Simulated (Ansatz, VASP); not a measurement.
**Nb in VASP and in Ansatz**

File INCAR:

```
ALGO = Normal ; EDIFF = 1E-6
ENCUT = 500 ; GGA = PE
GGA_COMPAT = False ; ISIF = 2
ISMEAR = 0 ; LASPH = True
LCHARG = True ; LELF = True
LREAL = False ; LVHAR = True
LWAVE = False ; NBANDS = 12
NELM = 120 ; PREC = Accurate
SIGMA = 0.028000000000000004
```

The input KPOINTS:

```
k-points
0
Gamma
  11 11 11
```

File POSCAR:

```
Nb
1.0
    0.0000000000      2.1150000000      2.1150000000
    2.1150000000      0.0000000000      2.1150000000
    2.1150000000      2.1150000000      0.0000000000
Nb
1
Direct
    0.0000000000      0.0000000000      0.0000000000
```

The input input.yaml:

```yaml
crystal:
  lattice:
    - [0.0, 2.115, 2.115]
    - [2.115, 0.0, 2.115]
    - [2.115, 2.115, 0.0]
  atoms:
    - { symbol: Nb, position: [0.0, 0.0, 0.0] }
hamiltonian:
  xc: pbe
  pseudopotentials: { kind: paw }
kpoints:
  mp_grid: { grid: [11, 11, 11] }
scf:
  occupations: { method: gaussian, width: 0.028 }
output:
  forces: true
  stress: true
  eigenvalues: true
```

Alike in both runs: task single point; functional PBE; k mesh 11 × 11 × 11; occupations gaussian, width 0.028 eV; no spin polarisation.

|  | VASP | Ansatz |
| --- | --- | --- |
| version | VASP 6.6.1 | Ansatz 0.2.0 |
| potentials or method | VASP PAW PBE potentials, release 64 (Nb_sv) | Ansatz PAW |
| plane-wave cutoff (eV) | 500 | 420 |
| valence electrons in the cell | 13 | 13 |

```tsv
	VASP	Ansatz	Ansatz less VASP
gap on the k mesh at the Fermi level (eV)	none	none	-
pressure (GPa)	-2.3	-1.9	+0.35
```

A gap of «none» marks a metal or a gap that the smearing closes. With one functional, cell and mesh, what is left measures potentials, basis and numerics.
